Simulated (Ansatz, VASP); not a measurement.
## One calculation of Al2InN3, two programs

Contents of INCAR:

```
SYSTEM = Al2InN3
PREC     = Accurate       ! precision mode
ENCUT    = 520            ! plane-wave cutoff, eV
EDIFF    = 1E-6           ! SCF threshold, eV
ISMEAR   = 0              ! smearing method
SIGMA    = 0.1            ! smearing width, eV
LREAL    = .FALSE.        ! projectors in reciprocal space
LASPH    = .TRUE.         ! aspherical terms in the spheres
NELM     = 150            ! most SCF steps
ALGO     = Normal         ! electronic algorithm
ISIF     = 2              ! what is computed and relaxed
LWAVE    = .FALSE.        ! write WAVECAR
LCHARG   = .FALSE.        ! write CHGCAR
ISPIN    = 2              ! spin polarisation
MAGMOM   = 0 0 0 1 1 1    ! initial moments
LORBIT   = 11             ! projections on sites
GGA      = PE             ! functional
NBANDS   = 30             ! bands
```

File KPOINTS:

```
regular mesh
0
G
  6 6 2
  0 0 0
```

The input POSCAR:

```
Al2InN3
1.0
    3.2943083400      0.0000000000      0.0000000000
    0.0000000000      3.2943083400      0.0000000000
    0.0000000000      0.0000000000      8.0305118100
Al In N
2 1 3
Direct
    0.0000000000      0.0000000000      0.0094770000
    0.5000000000      0.5000000000      0.4938240100
    0.5000000000      0.5000000000      0.1658110000
    0.0000000000      0.0000000000      0.6709480300
    0.0000000000      0.0000000000      0.3257620000
    0.5000000000      0.5000000000      0.8341779700
```

Input for Ansatz:

```yaml
crystal:
  lattice:
    - [3.29430834, 0.0, 0.0]
    - [0.0, 3.29430834, 0.0]
    - [0.0, 0.0, 8.03051181]
  atoms:
    - { symbol: Al, position: [0.0, 0.0, 0.009477] }
    - { symbol: Al, position: [0.5, 0.5, 0.49382401] }
    - { symbol: In, position: [0.5, 0.5, 0.165811] }
    - { symbol: "N", position: [0.0, 0.0, 0.67094803], spin: 1.0 }
    - { symbol: "N", position: [0.0, 0.0, 0.325762], spin: 1.0 }
    - { symbol: "N", position: [0.5, 0.5, 0.83417797], spin: 1.0 }
basis:
  ecutwfc: 420
kpoints:
  mp_grid: { grid: [6, 6, 2] }
hamiltonian:
  xc: pbe
scf:
  occupations: { method: gaussian, width: 0.1 }
  lower_state_search: "off"
output:
  forces: true
  stress: true
  eigenvalues: true
  populations: true
magnetization:
  spin_polarized: true
```

Change from the starting cell: species swapped into the Dy2CuAg3 type (P4mm, No. 99).

Alike in both runs: task single point; functional PBE; k mesh 6 × 6 × 2; occupations gaussian, width 0.1 eV; collinear spin.

|  | VASP | Ansatz |
| --- | --- | --- |
| version | VASP 6.6.1 | Ansatz 0.2.0 |
| potentials or method | VASP PAW PBE potentials, release 64 (Al, In_d, N), cutoff 520 eV | scalar-relativistic, plane waves, PAW |
| valence electrons in the cell | 34 | 34 |

|  | VASP | Ansatz | Ansatz less VASP |
| --- | --- | --- | --- |
| gap on the k mesh at the Fermi level (eV) | none | none | - |
| pressure (GPa) | -10.9 | -10.9 | +0.07 |
| traceless stress, the component that is largest in VASP (GPa) | -6.78 | -6.78 | -0.005 |
| rms of the force components (eV/Å) | 1.349 | 1.351 | +0.0022 |
| net moment per atom (μB) | 0.27 | 0.27 | -0.001 |
| size of the moment on the site where the two differ most (μB) | 0.66 | 0.87 | +0.209 |

Site moments also hang on the region over which each program counts them. Atom by atom the forces differ by 0.003 eV/Å (rms over components). A gap of «none» marks a metal or a gap that the smearing closes.

The k mesh is coarse, so the values compare programs but aren't converged.
